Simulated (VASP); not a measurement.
# HPbNO4 (P1) in VASP: further runs

HPbNO4 is run at these levels: BLYP, PBE, revPBE; tasks: single point.

All numbers are computed with VASP 6.6.1; they aren't measurements. Logs are shortened: lines on timing, memory, paths and dates and some standing lists are left out, and cuts for length are marked.

## (1) The cell of the first run

The typed cell holds 7 atoms: a = 4.275 Å, b = 5.609 Å, c = 5.670 Å, α = 100.02°, β = 111.92°, γ = 111.82°.

## (2) Single point, BLYP

Contents of INCAR:

```
PREC     = Accurate       # precision mode
ENCUT    = 520            # plane-wave cutoff, eV
EDIFF    = 1E-6           # SCF threshold, eV
ISMEAR   = -1             # smearing method
SIGMA    = 0.05           # smearing width, eV
LREAL    = F              # projectors in reciprocal space
LASPH    = T              # aspherical terms in the spheres
NELM     = 60             # most SCF steps
ALGO     = Normal         # electronic algorithm
ISIF     = 2              # what is computed and relaxed
LWAVE    = F              # write WAVECAR
LCHARG   = T              # write CHGCAR
GGA      = B5             # functional
ALDAX    = 1.0          
AGGAX    = 1.0          
AGGAC    = 1.0          
ALDAC    = 0.0          
LELF     = T              # ELF
LVHAR    = T            
NBANDS   = 31             # bands
```

Contents of KPOINTS:

```
regular mesh
0
Gamma
  8 6 6
```

Contents of POSCAR:

```
HPbNO4
1.0
    4.2753100000     -0.0004000000      0.0063600000
   -2.0839900000      5.2077500000     -0.0490700000
   -2.1237700000     -1.8657400000      4.9149100000
H Pb N O
1 1 1 4
Direct
    0.9907300000      0.0333000000      0.9099400000
    0.5027400000      0.8198900000      0.1428700000
    0.0083800000      0.4740800000      0.5026500000
    0.9981600000      0.9274100000      0.0287700000
    0.1946700000      0.7343500000      0.6085200000
    0.8167300000      0.3588200000      0.2455600000
    0.0138100000      0.3312100000      0.6521700000
```

Potentials or basis: VASP PAW PBE potentials, release 64 (H, Pb_d, N, O).

The run is started by

```console
cat potpaw_PBE.64/H/POTCAR potpaw_PBE.64/Pb_d/POTCAR potpaw_PBE.64/N/POTCAR potpaw_PBE.64/O/POTCAR > POTCAR
mpirun -np 1 vasp_std > vasp.out
```

OUTCAR:

```text
PREC = Accurate
   ENCUT = 520
   EDIFF = 1E-6
   ISMEAR = -1
   LREAL = F
   LASPH = T
   NELM = 60
   ISIF = 2
   GGA = B5

 ion  position               nearest neighbor table
   1  0.991  0.033  0.910-   4 0.97
   2  0.503  0.820  0.143-   4 2.34   4 2.34   6 2.66   5 2.68   7 2.89   7 3.02
   3  0.008  0.474  0.503-   7 1.26   5 1.27   6 1.27
   4  0.998  0.927  0.029-   1 0.97   2 2.34   2 2.34
   5  0.195  0.734  0.609-   3 1.27   2 2.68
   6  0.817  0.359  0.246-   3 1.27   2 2.66
   7  0.014  0.331  0.652-   3 1.26   2 2.89   2 3.02

  LATTYP: Found a triclinic cell.
 ALAT       =     8.3024666926
 B/A-ratio  =     0.5149451251
 C/A-ratio  =     0.7116445657
 COS(alpha) =     0.0126066529
 COS(beta)  =     0.3599949201
 COS(gamma) =     0.7788145159

  Lattice vectors:

 A1 = (  -6.4666300000,  -5.2069500000,   0.0363500000)
 A2 = (  -4.2753100000,   0.0004000000,  -0.0063600000)
 A3 = (  -0.0675500000,  -3.3416100000,  -4.8722000000)

Analysis of symmetry for initial positions (statically):
=====================================================================
 Subroutine PRICEL returns:
 Original cell was already a primitive cell.

 Routine SETGRP: Setting up the symmetry group for a
 triclinic supercell.

 Subroutine GETGRP returns: Found  1 space group operations
 (whereof  1 operations were pure point group operations)
 out of a pool of  2 trial point group operations.

The static configuration has the point symmetry C_1 .

Analysis of symmetry for dynamics (positions and initial velocities):
=====================================================================
 Subroutine PRICEL returns:
 Original cell was already a primitive cell.

 Routine SETGRP: Setting up the symmetry group for a
 triclinic supercell.

 Subroutine GETGRP returns: Found  1 space group operations
 (whereof  1 operations were pure point group operations)
 out of a pool of  2 trial point group operations.

The dynamic configuration has the point symmetry C_1 .

 Subroutine INISYM returns: Found  1 space group operations
 (whereof  1 operations are pure point group operations),
 and found     1 'primitive' translations

----------------------------------------------------------------------------------------

                                     Primitive cell

  volume of cell :     109.1287

  direct lattice vectors                    reciprocal lattice vectors
     4.275310000 -0.000400000  0.006360000     0.233706268  0.094813123  0.136978092
    -2.083990000  5.207750000 -0.049070000    -0.000090720  0.192674001  0.073101424
    -2.123770000 -1.865740000  4.914910000    -0.000303327  0.001800949  0.204015110

  length of vectors
     4.275314749  5.609463633  5.669896390     0.287003738  0.206075465  0.204023285

  position of ions in fractional coordinates (direct lattice)
     0.990730000  0.033300000  0.909940000
     0.502740000  0.819890000  0.142870000
     0.008380000  0.474080000  0.502650000
     0.998160000  0.927410000  0.028770000
     0.194670000  0.734350000  0.608520000
     0.816730000  0.358820000  0.245560000
     0.013810000  0.331210000  0.652170000

  ion indices of the primitive-cell ions
   primitive index   ion index
                 1           1
                 2           2
                 3           3
                 4           4
                 5           5
                 6           6
                 7           7

----------------------------------------------------------------------------------------

 KPOINTS: regular mesh

Automatic generation of k-mesh.
 Grid dimensions read from file:
 generate k-points for:    8    6    6

 Generating k-lattice:

  Cartesian coordinates                     Fractional coordinates (reciprocal lattice)
     0.029213283  0.011851640  0.017122262     0.125000000  0.000000000  0.000000000
    -0.000015120  0.032112333  0.012183571     0.000000000  0.166666667  0.000000000
    -0.000050554  0.000300158  0.034002518     0.000000000  0.000000000  0.166666667

  Length of vectors
     0.035875467  0.034345911  0.034003881

  Shift w.r.t. Gamma in fractional coordinates (k-lattice)
     0.000000000  0.000000000  0.000000000

 Subroutine IBZKPT returns following result:
 ===========================================

 Found    148 irreducible k-points:

 Following reciprocal coordinates:
            Coordinates               Weight
  0.000000  0.000000  0.000000      1.000000
  0.125000 -0.000000 -0.000000      2.000000
  0.250000 -0.000000 -0.000000      2.000000
  0.375000 -0.000000  0.000000      2.000000
  0.500000 -0.000000 -0.000000      1.000000
  0.000000  0.166667 -0.000000      2.000000
[... 16 lines left out ...]
  0.125000  0.500000  0.000000      2.000000
  0.250000  0.500000  0.000000      2.000000
 [... further k-points ...]
   k-points           NKPTS =    148   k-points in BZ     NKDIM =    148   number of bands    NBANDS=     31
   number of dos      NEDOS =    301   number of ions     NIONS =      7
   total plane-waves  NPLWV =  56448
   dimension x,y,z NGX =    32 NGY =   42 NGZ =   42
   dimension x,y,z NGXF=    64 NGYF=   84 NGZF=   84
   ions per type =               1   1   1   4
   NGX,Y,Z   is equivalent  to a cutoff of  12.44, 12.45, 12.31 a.u.
   NGXF,Y,Z  is equivalent  to a cutoff of  24.89, 24.89, 24.63 a.u.
 SYSTEM =  unknown system
   PREC   = accura    normal or accurate (medium, high low for compatibility)
   ISTART =      0    job   : 0-new  1-cont  2-samecut
   ICHARG =      2    charge: 1-file 2-atom 10-const
   ISPIN  =      1    spin polarized calculation?
   LNONCOLLINEAR =      F non collinear calculations
   LSORBIT =      F    spin-orbit coupling
   LASPH  =      T    aspherical Exc in radial PAW
   ENCUT  =  520.0 eV  38.22 Ry    6.18 a.u.   7.95 10.43 10.54*2*pi/ulx,y,z
   NELM   =     60;   NELMIN=  2; NELMDL= -5     # of ELM steps
   EDIFF  = 0.1E-05   stopping-criterion for ELM
   LREAL  =      F    real-space projection
   EDIFFG = 0.1E-04   stopping-criterion for IOM
   NSW    =      0    number of steps for IOM
   IBRION =     -1    ionic relax: 0-MD 1-quasi-New 2-CG
   NFREE  =      0    steps in history (QN), initial steepest desc. (CG)
   ISIF   =      2    stress and relaxation
   ISYM   =      2    0-nonsym 1-usesym 2-fastsym
   POTIM  = 0.5000    time-step for ionic-motion
   TEBEG  =    0.0;   TEEND  =   0.0 temperature during run
   PSTRESS=    0.0 pullay stress
   NELECT =      44.0000    total number of electrons
   NUPDOWN=      -1.0000    fix difference up-down
   EMIN   =  10.00;   EMAX   =-10.00  energy-range for DOS
   EFERMI =   0.00;   METHOD = LEGACY
   ISMEAR =    -1;   SIGMA  =   0.05  broadening in eV -4-tet -1-fermi 0-gaus
   EFERMI_NEDOS =   21; number of points for ismear=-14 and -15
   IALGO  =     38    algorithm
   IMIX   =      4    mixing-type and parameters
     AMIX     =   0.40;   BMIX     =  1.00
     AMIX_MAG =   1.60;   BMIX_MAG =  1.00
  volume/ion in A,a.u.               =      15.59       105.21
  Fermi-wavevector in a.u.,A,eV,Ry     =   1.209426  2.285484 19.901399  1.462712
  Thomas-Fermi vector in A             =   2.345004
   LORBIT       =      0    0 simple, 1 ext, 2 COOP (PROOUT), +10 PAW based schemes
   GGA     = B5    functional components
   LHFCALC =     F    Hartree Fock is set to
   AEXX    =    0.0000 exact exchange contribution
   IVDW    =     0    specifies the selected vdW correction
   LEPSILON=     F    determine dielectric tensor
   LRPA    =     F    only Hartree local field effects (RPA)
 non-spin polarized calculation
  energy-cutoff  :      520.00
  volume of cell :      109.13
 maximum number of plane-waves:      2959
   NGX = 15   NGY = 21   NGZ = 21

 number of electron      44.0000003 magnetization

 Free energy of the ion-electron system (eV)
  ---------------------------------------------------
  ext. energy  EPLUGINS =         0.00000000
  ---------------------------------------------------
  free energy    TOTEN  =       -38.16005881 eV

  energy without entropy =      -38.16005881  energy(sigma->0) =      -38.16005881

 E-fermi :   1.6506     XC(G=0):  -8.0092

 val. band max:        0.5668346560   @ k =   0.5000  -0.0000  -0.0000
 cond. band min:       3.3111800850   @ k =   0.3750   0.3333   0.3333
 fundamental gap:      2.7443454290
 Fermi energy:         1.6505867261

 k-point     1 :       0.0000    0.0000    0.0000
  band No.  band energies     occupation
      1     -25.3589      2.00000
      2     -19.9019      2.00000
      3     -19.8812      2.00000
      4     -17.0487      2.00000
      5     -14.5970      2.00000
      6     -14.5948      2.00000
[... 23 lines left out ...]
     30      11.3654      0.00000
     31      11.6483      0.00000

 k-point     2 :       0.1250   -0.0000   -0.0000
  band No.  band energies     occupation
      1     -25.3576      2.00000
      2     -19.9029      2.00000
      3     -19.8811      2.00000
      4     -17.0354      2.00000
      5     -14.6032      2.00000
      6     -14.5972      2.00000
[... 23 lines left out ...]
     30      11.5893      0.00000
     31      11.7265      0.00000

 k-point     3 :       0.2500   -0.0000   -0.0000
  band No.  band energies     occupation
      1     -25.3545      2.00000
      2     -19.9049      2.00000
      3     -19.8811      2.00000
      4     -17.0046      2.00000
      5     -14.6163      2.00000
      6     -14.6054      2.00000
[... 23 lines left out ...]
     30      11.1880      0.00000
     31      12.1066      0.00000

 k-point     4 :       0.3750   -0.0000    0.0000
  band No.  band energies     occupation
      1     -25.3513      2.00000
      2     -19.9054      2.00000
      3     -19.8814      2.00000
      4     -16.9756      2.00000
      5     -14.6262      2.00000
      6     -14.6154      2.00000
[... 635 lines left out ...]
     30      10.9091      0.00000
     31      12.6306      0.00000

 k-point    23 :       0.1250    0.5000    0.0000
  band No.  band energies     occupation
      1     -25.3540      2.00000
      2     -19.9075      2.00000
      3     -19.8896      2.00000
      4     -17.0293      2.00000
      5     -14.6192      2.00000
      6     -14.6092      2.00000
[... 23 lines left out ...]
     30      11.1631      0.00000
     31      12.3242      0.00000

 k-point    24 :       0.2500    0.5000    0.0000
  band No.  band energies     occupation
      1     -25.3531      2.00000
      2     -19.9021      2.00000
      3     -19.8883      2.00000
      4     -17.0033      2.00000
      5     -14.6157      2.00000
      6     -14.6078      2.00000
[... 23 lines left out ...]
     30      11.0382      0.00000
     31      12.2111      0.00000

 [... further k-points ...]

------------------------ aborting loop because EDIFF is reached ----------------------------------------

  FORCE on cell =-STRESS in cart. coord.  units (eV):
  Direction    XX          YY          ZZ          XY          YZ          ZX
  --------------------------------------------------------------------------------------
  -------------------------------------------------------------------------------------
  Total        0.9980691      2.4034918      2.4731605      0.0258234     -0.0133533      0.0484070
  in kB       14.6531849     35.2869462     36.3097900      0.3791278     -0.1960475      0.7106890
  external PRESSURE =      28.7499737 kB  Pullay stress =       0.0000000 kB

 VOLUME and BASIS-vectors are now :
 -----------------------------------------------------------------------------
  energy-cutoff  :      520.00
  volume of cell :      109.13
      direct lattice vectors                 reciprocal lattice vectors
     4.275310000 -0.000400000  0.006360000     0.233706268  0.094813123  0.136978092
    -2.083990000  5.207750000 -0.049070000    -0.000090720  0.192674001  0.073101424
    -2.123770000 -1.865740000  4.914910000    -0.000303327  0.001800949  0.204015110

 POSITION                                       TOTAL-FORCE (eV/Angst)
 -----------------------------------------------------------------------------------
      2.23378     -1.52469      4.47694         0.000471      0.112802     -0.080850
      0.13730      4.00302      0.66516        -0.002387     -0.199378      0.158119
     -2.01966      1.53107      2.44727        -0.001398      0.037012     -0.043334
      2.27363      4.77564      0.10224         0.001420      0.031861     -0.023857
     -1.99046      2.68889      2.95602         0.021788      0.790557      0.307779
      2.22248      1.41017      1.19449        -0.022833     -0.043827     -0.839079
     -2.01626      0.50807      3.18919         0.002938     -0.729027      0.521221
 -----------------------------------------------------------------------------------
    total drift:                                0.000093      0.000452     -0.000428

  FREE ENERGIE OF THE ION-ELECTRON SYSTEM (eV)
  ---------------------------------------------------
  free  energy   TOTEN  =       -38.1600588110 eV

  energy  without entropy=      -38.1600588110  energy(sigma->0) =      -38.16005881
```

It took 4.7 min on 1 thread of Intel Xeon Platinum 8488C (Sapphire Rapids), shared host; peak memory 0.56 GiB.

Results:

* Free energy: -38.1601 eV
* Pressure: 2.9 GPa
* Largest force: 0.896 eV/Å
* Band gap on the k mesh: 2.74 eV (least direct gap 3.07 eV)

Forces on the atoms (eV/Å):
```
H    0.000  0.113 -0.081
Pb  -0.002 -0.199  0.158
N   -0.001  0.037 -0.043
O    0.001  0.032 -0.024
O    0.022  0.791  0.308
O   -0.023 -0.044 -0.839
O    0.003 -0.729  0.521
```

Stress tensor (GPa, compression positive):
```
 1.47  0.04  0.07
 0.04  3.53 -0.02
 0.07 -0.02  3.63
```

Caveat: the PAW data sets were made with another functional, which shifts forces and pressure a little; spin-orbit coupling is left out, which moves the levels of the heavy elements. A k mesh can miss the band edges.

(Continued in part 2 of 2.)
